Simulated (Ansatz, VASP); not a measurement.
## NaI: VASP beside Ansatz

INCAR

```
ALGO = Normal
EDIFF = 1E-6
ENCUT = 520
GGA = PE
ISIF = 2
ISMEAR = 0
LASPH = T
LCHARG = T
LELF = T
LREAL = F
LVHAR = T
LWAVE = F
NBANDS = 14
NELM = 80
PREC = Accurate
SIGMA = 0.05
```

File KPOINTS:

```
k-points
0
Gamma
  6 6 6
```

Contents of POSCAR:

```
NaI
1.0
    0.0000000000      3.1878540000      3.1878540000
    3.1878540000      0.0000000000      3.1878540000
    3.1878540000      3.1878540000      0.0000000000
Na I
1 1
Direct
    0.0000000000      0.0000000000      0.0000000000
    0.5000000000      0.5000000000      0.5000000000
```

Input for Ansatz:

```yaml
crystal:
  lattice:
    - [0.0, 3.187854, 3.187854]
    - [3.187854, 0.0, 3.187854]
    - [3.187854, 3.187854, 0.0]
  atoms:
    - { symbol: Na, position: [0.0, 0.0, 0.0] }
    - { symbol: I, position: [0.5, 0.5, 0.5] }
basis:
  ecutwfc: 420
kpoints:
  mp_grid: { grid: [6, 6, 6] }
hamiltonian:
  xc: pbe
scf:
  occupations: { method: gaussian, width: 0.05 }
output:
  forces: true
  stress: true
  eigenvalues: true
  write_density: true
  write_potential: true
  elf: true
  volumetric_format: npy
```

Change from the starting cell: strain -0.015 along x and y, -0.015 along z, atoms carried along.

Alike in both runs: task single point; functional PBE; k mesh 6 × 6 × 6; occupations gaussian, width 0.05 eV; no spin polarisation.

|  | VASP | Ansatz |
| --- | --- | --- |
| version | VASP 6.6.1 | Ansatz 0.2.0 |
| potentials or method | VASP PAW PBE potentials, release 64 (Na_pv, I), cutoff 520 eV | scalar-relativistic, plane waves, PAW |
| valence electrons in the cell | 14 | 26 |

```csv
,VASP,Ansatz,Ansatz less VASP
gap on the k mesh at the Fermi level (eV),3.77,3.77,+0.004
least direct gap on the mesh (eV),3.77,3.77,+0.004
pressure (GPa),1.3,1.3,-0.03
```

With one functional, cell and mesh, what is left measures potentials, basis and numerics. VASP's potentials hold 14 valence electrons a cell and Ansatz's 26, so a difference there can come from the potentials and not from the codes.

Neither program's run includes spin-orbit coupling.
